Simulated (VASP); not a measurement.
Wanted: the native input for a VASP 6.6.1 run.

```
Task                   : single point
Functional             : PBE
Potentials or basis    : VASP PAW PBE potentials, release 64 (Ni)
Cutoff                 : 520 eV
k mesh                 : 19 × 19 × 10
Occupations            : fermi-dirac, width 0.08 eV
Spin                   : collinear spin, ferromagnetic start
Starting moments       : [1.0, 1.0] μB
Dipole correction      : no
Further INCAR settings : ALGO = Normal; EDIFF = 1e-06; NBANDS = 21
```

The structure of Ni lies in POSCAR:

```
Ni
1.0
    2.3181074994      0.0000000000      0.0000000000
   -1.1590537497      2.0075399832      0.0000000000
    0.0000000000      0.0000000000      3.8053154153
Ni
2
Direct
    0.3333333333      0.6666666667      0.2500000000
    0.6666666667      0.3333333333      0.7500000000
```

This isn't the form of Ni at room conditions, which is fcc.

One way to write it, as run:

INCAR

```
  PREC = Accurate
  ENCUT = 520
  EDIFF = 1E-6
  ISMEAR = -1
  SIGMA = 0.08
  LREAL = F
  LASPH = T
  NELM = 150
  ALGO = Normal
  ISIF = 2
  LWAVE = F
  LCHARG = T
  ISPIN = 2
  MAGMOM = 1 1
  LORBIT = 11
  LMAXMIX = 4
  GGA = PE
  LELF = T
  LVHAR = T
  NBANDS = 21
```

KPOINTS

```
regular mesh
0
Gamma
  19 19 10
```

Potentials or basis: VASP PAW PBE potentials, release 64 (Ni).

Launch:

```bash
$ cat potpaw_PBE.64/Ni/POTCAR > POTCAR
$ mpirun -np 1 vasp_std > vasp.out
```

Results of the run:

```json
{"Pressure": "68.0 GPa", "Net moment": "1.11 μB per cell", "Site moments": "Ni +0.55 μB", "Valence electrons inside the program's atomic spheres": "Ni 9.77"}
```

Caveat: the cell stands under pressure.

Wall time 64 s on 1 thread of AMD EPYC 9R45 96-Core Processor (Zen 5), on a shared host, peak memory 0.2 GiB.
